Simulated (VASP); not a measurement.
Set up this calculation in VASP 6.6.1, as the native input.

* Task: relaxation of cell and atoms
* Functional: PBE
* Potentials or basis: VASP PAW PBE potentials, release 64 (Ba_sv, Ta_sv_GW, H)
* Cutoff: 500 eV
* k mesh: 6 × 6 × 4
* Occupations: gaussian, width 0.1 eV
* Spin: no spin polarisation
* Dipole correction: no
* Further INCAR settings: ALGO = Normal; EDIFF = 1e-07; IBRION = 2; EDIFFG = -0.04; NSW = 90; ISIF = 3

The structure of BaTaH4 lies in POSCAR:

```
BaTaH4
1.0
    3.0536861493      0.0000000000      0.0000000000
    0.0000000000      3.2361863058      0.0000000000
    0.0000000000      0.0000000000      6.8600257157
Ba Ta H
1 1 4
Direct
    0.0000000000      0.0000000000      0.9667662811
    0.0000000000      0.5000000000      0.4464622845
    0.5000000000      0.0000000000      0.3736806959
    0.5000000000      0.5000000000      0.8543271926
    0.5000000000      0.5000000000      0.2496774697
    0.5000000000      0.0000000000      0.6090860762
```

The input as run:

INCAR

```
SYSTEM = BaTaH4
PREC     = Accurate       ! precision mode
ENCUT    = 500            ! plane-wave cutoff, eV
EDIFF    = 1E-7           ! SCF threshold, eV
ISMEAR   = 0              ! smearing method
SIGMA    = 0.1            ! smearing width, eV
LREAL    = .False.        ! projectors in reciprocal space
LASPH    = .True.         ! aspherical terms in the spheres
NELM     = 120            ! most SCF steps
ALGO     = Normal         ! electronic algorithm
ISIF     = 3              ! what is computed and relaxed
LWAVE    = .False.        ! write WAVECAR
LCHARG   = .False.        ! write CHGCAR
GGA      = PE             ! functional
IBRION   = 2              ! ionic algorithm
NSW      = 90             ! ionic steps
EDIFFG   = -0.04          ! ionic threshold
GGA_COMPAT= .False.      
NELMIN   = 4
```

KPOINTS

```
regular mesh
0
Gamma
  6 6 4
  0 0 0
```

Potentials or basis: VASP PAW PBE potentials, release 64 (Ba_sv, Ta_sv_GW, H).

Command:

```console
$ cat potpaw_PBE.64/Ba_sv/POTCAR potpaw_PBE.64/Ta_sv_GW/POTCAR potpaw_PBE.64/H/POTCAR > POTCAR
$ mpirun -np 1 vasp_std > vasp.out
```

It gave:

| Property | Result |
| --- | --- |
| Relaxed volume | 10.95 Å³/atom |
| Relaxed cell | a = 2.994 Å, b = 3.365 Å, c = 6.521 Å, α = 90.00°, β = 90.00°, γ = 90.00° |
| Space group after relaxing (to 0.1 Å) | Pmmm (No. 47) |
| Energy gained by relaxing | 54.1 meV/atom |
| Ionic steps | 37 |
| Pressure after relaxing | 0.1 GPa |
| Largest force after relaxing | 0.035 eV/Å |
| Band gap on the k mesh | zero (an odd number of electrons rules out a gap without spin polarisation) |

Caveat: spin-orbit coupling is left out, which moves the levels of the heavy elements; an odd number of electrons without spin polarisation forces a metal; a magnetic or distorted state may lie lower.

Run time: 15 min on 1 thread of Intel(R) Xeon(R) Platinum 8375C CPU @ 2.90GHz (Ice Lake) (shared host), peak memory 0.25 GiB.
